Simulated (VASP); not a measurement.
# SnSe2 (P-3m1) in VASP: single point with PBE

Aim: the single point of SnSe2 with PBE.

All numbers are computed with VASP 6.6.1; they aren't measurements. Logs are shortened: lines on timing, memory, paths and dates and some standing lists are left out, and cuts for length are marked.

## 1. The cell of the first run

The structure is trigonal, space group P-3m1 (No. 164). The conventional cell has a = 3.872 Å, b = 3.872 Å, c = 6.988 Å, α = 90.00°, β = 90.00°, γ = 120.00°. Sn (site symmetry -3m) has 6 Se at 2.75 Å within 3.6 Å. Se (site symmetry 3m) has 3 Sn at 2.75 Å within 3.6 Å.

## 2. Single point, PBE

File POSCAR:

```
SnSe2
1.0
    3.8717660122      0.0000000000      0.0000000000
   -1.9358830061      3.3530477241      0.0000000000
    0.0000000000      0.0000000000      6.9878660156
Sn Se
1 2
Direct
    0.0000000000      0.0000000000      0.0000000000
    0.3333333333      0.6666666667      0.2281519245
    0.6666666667      0.3333333333      0.7718480755
```

File INCAR.step1:

```
SYSTEM = SnSe2
PREC = Accurate ; ENCUT = 520
EDIFF = 1E-6 ; ISMEAR = 0
SIGMA = 0.02 ; LREAL = .FALSE.
LASPH = .TRUE. ; NELM = 100
ALGO = Normal ; ISIF = 2
LWAVE = .FALSE. ; LCHARG = .TRUE.
GGA = PE ; NBANDS = 20
```

File KPOINTS.step1:

```
Automatic mesh
0
G
  12 12 4
  0 0 0
```

File INCAR.step2:

```
SYSTEM = SnSe2
PREC = Accurate ; ENCUT = 520
EDIFF = 1E-6 ; ISMEAR = -5
SIGMA = 0.02 ; LREAL = .FALSE.
LASPH = .TRUE. ; NELM = 100
ALGO = Normal ; ISIF = 2
LWAVE = .FALSE. ; LCHARG = .FALSE.
GGA = PE ; LORBIT = 11
NEDOS = 2001 ; ICHARG = 11
```

File KPOINTS.step2:

```
Automatic mesh
0
G
  18 18 6
  0 0 0
```

Potentials or basis: VASP PAW PBE potentials, release 64 (Sn_d, Se).

On the command line:

```console
$ cat potpaw_PBE.64/Sn_d/POTCAR potpaw_PBE.64/Se/POTCAR > POTCAR
$ cp INCAR.step1 INCAR
$ cp KPOINTS.step1 KPOINTS
$ mpirun -np 1 vasp_std > vasp.out
$ cp INCAR.step2 INCAR
$ cp KPOINTS.step2 KPOINTS
$ mpirun -np 1 vasp_std > vasp.out
```

OUTCAR:

```text
SYSTEM = SnSe2
   PREC = Accurate
   ENCUT = 520
   EDIFF = 1E-6
   ISMEAR = -5
   LREAL = .FALSE.
   LASPH = .TRUE.
   NELM = 100
   ISIF = 2
   GGA = PE
   LORBIT = 11
   ICHARG = 11

 ion  position               nearest neighbor table
   1  0.000  0.000  0.000-   2 2.75   3 2.75   3 2.75   2 2.75   3 2.75   2 2.75
   2  0.333  0.667  0.228-   1 2.75   1 2.75   1 2.75
   3  0.667  0.333  0.772-   1 2.75   1 2.75   1 2.75

  LATTYP: Found a hexagonal cell.
 ALAT       =     3.8717660122
 C/A-ratio  =     1.8048265297

  Lattice vectors:

 A1 = (   3.8717660122,   0.0000000000,   0.0000000000)
 A2 = (  -1.9358830061,   3.3530477241,   0.0000000000)
 A3 = (   0.0000000000,   0.0000000000,   6.9878660156)

Analysis of symmetry for initial positions (statically):
=====================================================================
 Subroutine PRICEL returns:
 Original cell was already a primitive cell.

 Routine SETGRP: Setting up the symmetry group for a
 hexagonal supercell.

 Subroutine GETGRP returns: Found 12 space group operations
 (whereof 12 operations were pure point group operations)
 out of a pool of 24 trial point group operations.

The static configuration has the point symmetry D_3d.

Analysis of symmetry for dynamics (positions and initial velocities):
=====================================================================
 Subroutine PRICEL returns:
 Original cell was already a primitive cell.

 Routine SETGRP: Setting up the symmetry group for a
 hexagonal supercell.

 Subroutine GETGRP returns: Found 12 space group operations
 (whereof 12 operations were pure point group operations)
 out of a pool of 24 trial point group operations.

The dynamic configuration has the point symmetry D_3d.

 Subroutine INISYM returns: Found 12 space group operations
 (whereof 12 operations are pure point group operations),
 and found     1 'primitive' translations

----------------------------------------------------------------------------------------

                                     Primitive cell

  volume of cell :      90.7180

  direct lattice vectors                    reciprocal lattice vectors
     3.871766012  0.000000000  0.000000000     0.258280071  0.149118068  0.000000000
    -1.935883006  3.353047724  0.000000000     0.000000000  0.298236137  0.000000000
     0.000000000  0.000000000  6.987866016     0.000000000  0.000000000  0.143105205
[... 95 lines left out ...]
   ISYM   =      2    0-nonsym 1-usesym 2-fastsym
   POTIM  = 0.5000    time-step for ionic-motion
   TEBEG  =    0.0;   TEEND  =   0.0 temperature during run
   PSTRESS=    0.0 pullay stress
   NELECT =      26.0000    total number of electrons
   NUPDOWN=      -1.0000    fix difference up-down
   EMIN   =  10.00;   EMAX   =-10.00  energy-range for DOS
   EFERMI =   0.00;   METHOD = LEGACY
   ISMEAR =    -5;   SIGMA  =   0.02  broadening in eV -4-tet -1-fermi 0-gaus
   EFERMI_NEDOS =   21; number of points for ismear=-14 and -15
   IALGO  =     38    algorithm
   IMIX   =      4    mixing-type and parameters
     AMIX     =   0.40;   BMIX     =  1.00
     AMIX_MAG =   1.60;   BMIX_MAG =  1.00
  volume/ion in A,a.u.               =      30.24       204.07
  Fermi-wavevector in a.u.,A,eV,Ry     =   1.079365  2.039703 15.851166  1.165028
  Thomas-Fermi vector in A             =   2.215328
   LORBIT       =     11    0 simple, 1 ext, 2 COOP (PROOUT), +10 PAW based schemes
   GGA     = PE    functional components
   LHFCALC =     F    Hartree Fock is set to
   AEXX    =    0.0000 exact exchange contribution
   IVDW    =     0    specifies the selected vdW correction
   LEPSILON=     F    determine dielectric tensor
   LRPA    =     F    only Hartree local field effects (RPA)
 non-spin polarized calculation
 Fermi weights with tetrahedron method with Bloechl corrections
  energy-cutoff  :      520.00
  volume of cell :       90.72
 maximum number of plane-waves:      2466
 NGX is ok and might be reduce to    30

 number of electron      25.9999990 magnetization

 Free energy of the ion-electron system (eV)
  ---------------------------------------------------
  ext. energy  EPLUGINS =         0.00000000
  ---------------------------------------------------
  free energy    TOTEN  =       -11.87421313 eV

  energy without entropy =      -11.87421313  energy(sigma->0) =      -11.87421313

 E-fermi :   2.5546     XC(G=0):  -8.5924

 val. band max:        2.5503276208   @ k =   0.1111   0.0000   0.1667
 cond. band min:       3.2401302668   @ k =   0.5000   0.0000   0.5000
 fundamental gap:      0.6898026460
 Fermi energy:         2.5545694020

 k-point     1 :       0.0000    0.0000    0.0000
  band No.  band energies     occupation
      1     -18.5760      2.00000
      2     -18.5760      2.00000
      3     -18.5386      2.00000
      4     -18.5309      2.00000
      5     -18.5309      2.00000
      6     -10.8112      2.00000
[... 457 lines left out ...]
      4     -18.5171      2.00000
      5     -18.5103      2.00000
      6      -9.4184      2.00000
[... 9 lines left out ...]
     16       7.8995      0.00000
     17       8.5724      0.00000

 [... further k-points ...]

------------------------ aborting loop because EDIFF is reached ----------------------------------------

  FORCE on cell =-STRESS in cart. coord.  units (eV):
  Direction    XX          YY          ZZ          XY          YZ          ZX
  --------------------------------------------------------------------------------------
  -------------------------------------------------------------------------------------
  Total        0.0274244      0.0274244      0.0468280     -0.0000000      0.0000000      0.0000000
  in kB        0.4843444      0.4843444      0.8270321     -0.0000000      0.0000000      0.0000000
  external PRESSURE =       0.5985736 kB  Pullay stress =       0.0000000 kB

 VOLUME and BASIS-vectors are now :
 -----------------------------------------------------------------------------
  energy-cutoff  :      520.00
  volume of cell :       90.72
      direct lattice vectors                 reciprocal lattice vectors
     3.871766012  0.000000000  0.000000000     0.258280071  0.149118068  0.000000000
    -1.935883006  3.353047724  0.000000000     0.000000000  0.298236137  0.000000000
     0.000000000  0.000000000  6.987866016     0.000000000  0.000000000  0.143105205

 POSITION                                       TOTAL-FORCE (eV/Angst)
 -----------------------------------------------------------------------------------
      0.00000      0.00000      0.00000        -0.000000      0.000000      0.000000
     -0.00000      2.23537      1.59430         0.000000     -0.000000      0.016279
      1.93588      1.11768      5.39357        -0.000000      0.000000     -0.016279
 -----------------------------------------------------------------------------------
    total drift:                                0.000000     -0.000000     -0.000000

  FREE ENERGIE OF THE ION-ELECTRON SYSTEM (eV)
  ---------------------------------------------------
  free  energy   TOTEN  =       -11.8742131294 eV

  energy  without entropy=      -11.8742131294  energy(sigma->0) =      -11.87421313

 total charge

# of ion       s       p       d       tot
------------------------------------------
    1        1.061   0.984  10.084  12.130
    2        1.483   2.295   0.024   3.802
    3        1.483   2.295   0.024   3.802
--------------------------------------------------
tot          4.028   5.575  10.131  19.734
```

OUTCAR.step1:

```text
SYSTEM = SnSe2
   PREC = Accurate
   ENCUT = 520
   EDIFF = 1E-6
   ISMEAR = 0
   LREAL = .FALSE.
[... 779 lines left out ...]
      0.00000      0.00000      0.00000        -0.000000      0.000000      0.000000
     -0.00000      2.23537      1.59430        -0.000000      0.000000      0.015293
      1.93588      1.11768      5.39357         0.000000     -0.000000     -0.015293
 -----------------------------------------------------------------------------------
    total drift:                                0.000000     -0.000000      0.000000

  FREE ENERGIE OF THE ION-ELECTRON SYSTEM (eV)
  ---------------------------------------------------
  free  energy   TOTEN  =       -11.8744952015 eV

  energy  without entropy=      -11.8744952015  energy(sigma->0) =      -11.87449520
```

OSZICAR.step1:

```text
N       E                     dE             d eps       ncg     rms          rms(c)
DAV:   1     0.203376663537E+03    0.20338E+03   -0.11976E+04  2836   0.140E+03
DAV:   2     0.117835950248E+02   -0.19159E+03   -0.18458E+03  3020   0.369E+02
DAV:   3    -0.112876746851E+02   -0.23071E+02   -0.22536E+02  3328   0.113E+02
DAV:   4    -0.121248625614E+02   -0.83719E+00   -0.83586E+00  3352   0.232E+01
DAV:   5    -0.121463583328E+02   -0.21496E-01   -0.21494E-01  3840   0.378E+00    0.467E+00
DAV:   6    -0.118894729876E+02    0.25689E+00   -0.55339E-01  4152   0.738E+00    0.300E+00
DAV:   7    -0.118740281643E+02    0.15445E-01   -0.14830E-01  3200   0.235E+00    0.982E-01
DAV:   8    -0.118738942660E+02    0.13390E-03   -0.12324E-02  3476   0.100E+00    0.260E-01
DAV:   9    -0.118744376701E+02   -0.54340E-03   -0.14844E-03  3048   0.305E-01    0.819E-02
DAV:  10    -0.118744617901E+02   -0.24120E-04   -0.12591E-04  3496   0.774E-02    0.312E-02
DAV:  11    -0.118744953446E+02   -0.33555E-04   -0.48757E-05  2940   0.400E-02    0.104E-02
DAV:  12    -0.118744952015E+02    0.14311E-06   -0.33903E-06  3376   0.119E-02
   1 F= -.11874495E+02 E0= -.11874495E+02  d E =-.201745E-17
```

It took 6.6 min on 1 thread of Intel Xeon 8259CL, shared host; peak memory 0.45 GiB.

Results:

- Valence electrons inside the program's atomic spheres: Sn 12.13; Se 3.80

Caveat: spin-orbit coupling is left out, which moves the levels of the heavy elements; this functional lacks dispersion, which binds the layers, so the pressure and a relaxed spacing across them are unreliable.
